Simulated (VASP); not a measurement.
A run of VASP 6.6.1 is set up as follows.

Contents of INCAR:

```
SYSTEM = Pt
ALGO     = Normal         ! electronic algorithm
EDIFF    = 1E-6           ! SCF threshold, eV
ENCUT    = 520            ! plane-wave cutoff, eV
GGA      = PE             ! functional
ISIF     = 2              ! what is computed and relaxed
ISMEAR   = -1             ! smearing method
LASPH    = .TRUE.         ! aspherical terms in the spheres
LCHARG   = .FALSE.        ! write CHGCAR
LREAL    = .FALSE.        ! projectors in reciprocal space
LWAVE    = .FALSE.        ! write WAVECAR
NBANDS   = 17             ! bands
NELM     = 80             ! most SCF steps
PREC     = Accurate       ! precision mode
SIGMA    = 0.08           ! smearing width, eV
```

Contents of KPOINTS:

```
k-points
0
G
  12 12 8
  0 0 0
```

The input POSCAR:

```
Pt
1.0
    1.9855579641      1.9855579641      0.0000000000
   -1.9855579641      1.9855579641      0.0000000000
    0.0000000000      0.0000000000      3.9711159283
Pt
2
Direct
    0.0000000000      0.0000000000      0.0000000000
    0.5000000000      0.5000000000      0.5000000000
```

Potentials or basis: VASP PAW PBE potentials, release 64 (Pt).

The run is started by

```console
$ cat potpaw_PBE.64/Pt/POTCAR > POTCAR
$ mpirun -np 1 vasp_std > vasp.out
```

Problem. Estimate the pressure.

Solution. -0.4 GPa.

Problem. What does it give for the band gap on the k mesh?

Solution. Zero (band 10 reaches 11.02 eV, above the bottom of band 11 at 9.46 eV).

Caveat: spin-orbit coupling is left out, which moves the levels of the heavy elements.
